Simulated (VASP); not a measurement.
A run of VASP 6.6.1:

Contents of INCAR:

```
SYSTEM = S
PREC = Accurate
ENCUT = 600
EDIFF = 1E-6
ISMEAR = -1
SIGMA = 0.1
LREAL = .False.
LASPH = .True.
NELM = 100
ALGO = Normal
ISIF = 3
LWAVE = .False.
LCHARG = .False.
GGA = PE
IBRION = 2
NSW = 32
EDIFFG = -0.005
PSTRESS = 300.0
```

KPOINTS

```
regular mesh
0
Gamma
  9 9 12
  0 0 0
```

Contents of POSCAR:

```
S
1.0
    4.3765721234      0.0000000000      0.0000000000
   -2.1882860617      3.7902226404      0.0000000000
    0.0000000000      0.0000000000      2.3233389038
S
3
Direct
    0.0000000000      0.0000000000      0.0000000000
    0.3333333333      0.6666666667      0.5000000000
    0.6666666667      0.3333333333      0.5000000000
```

Potentials or basis: VASP PAW PBE potentials, release 64 (S).

Command:

```bash
$ cat potpaw_PBE.64/S/POTCAR > POTCAR
$ mpirun -np 1 vasp_std > vasp.out
```

Hardware: 1 thread of AMD EPYC 9R45 96-Core Processor (Zen 5), on a shared host.

How long does it take, and how much memory?

It took 51 s on 1 thread of AMD EPYC 9R45 96-Core Processor (Zen 5), on a shared host, peak memory 0.15 GiB. Counts: scf iterations 24, k points 84, ion steps 4.
